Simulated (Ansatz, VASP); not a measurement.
## In in VASP and in Ansatz

The input INCAR:

```
SYSTEM = In
PREC = Accurate ; ENCUT = 520
EDIFF = 1E-6 ; ISMEAR = 0
SIGMA = 0.15 ; LREAL = .False.
LASPH = .True. ; NELM = 100
ALGO = Fast ; ISIF = 2
LWAVE = .False. ; LCHARG = .False.
NBANDS = 12
```

Contents of KPOINTS:

```
regular mesh
0
Gamma
  22 22 22
  0 0 0
```

File POSCAR:

```
In
1.0
   -1.4894639065      1.4894639065      2.4349755943
    1.4894639065     -1.4894639065      2.4349755943
    1.4894639065      1.4894639065     -2.4349755943
In
1
Direct
    0.0000000000      0.0000000000      0.0000000000
```

Input for Ansatz:

```yaml
crystal:
  lattice:
    - [-1.4894639065, 1.4894639065, 2.4349755943]
    - [1.4894639065, -1.4894639065, 2.4349755943]
    - [1.4894639065, 1.4894639065, -2.4349755943]
  atoms:
    - { symbol: In, position: [0.0, 0.0, 0.0] }
basis:
  ecutwfc: 420
kpoints:
  mp_grid: { grid: [22, 22, 22] }
hamiltonian:
  xc: lda
  pseudopotentials: { kind: paw }
scf:
  occupations: { method: gaussian, width: 0.15 }
output:
  forces: true
  stress: true
  eigenvalues: true
  write_density: true
  write_potential: true
  elf: true
  volumetric_format: npy
```

Alike in both runs: task single point; functional LDA; k mesh 22 × 22 × 22; occupations gaussian, width 0.15 eV; no spin polarisation.

|  | VASP | Ansatz |
| --- | --- | --- |
| version | VASP 6.6.1 | Ansatz 0.2.0 |
| potentials or method | VASP PAW LDA potentials, release 64 (In_d), cutoff 520 eV | scalar-relativistic, plane waves, PAW |
| valence electrons in the cell | 13 | 13 |

Ansatz gave:

- gap on the k mesh at the Fermi level (eV): none
- pressure (GPa): 9.1
- traceless stress, the component that is largest in VASP (GPa): -1.16

Question: Which values does VASP return?

Answer: gap on the k mesh at the Fermi level (eV): none; pressure (GPa): 10.2; traceless stress, the component that is largest in VASP (GPa): -1.23.

LDA's correlation is that of Perdew and Zunger in VASP and of Perdew and Wang (1992) in Ansatz. A gap of «none» marks a metal or a gap that the smearing closes.
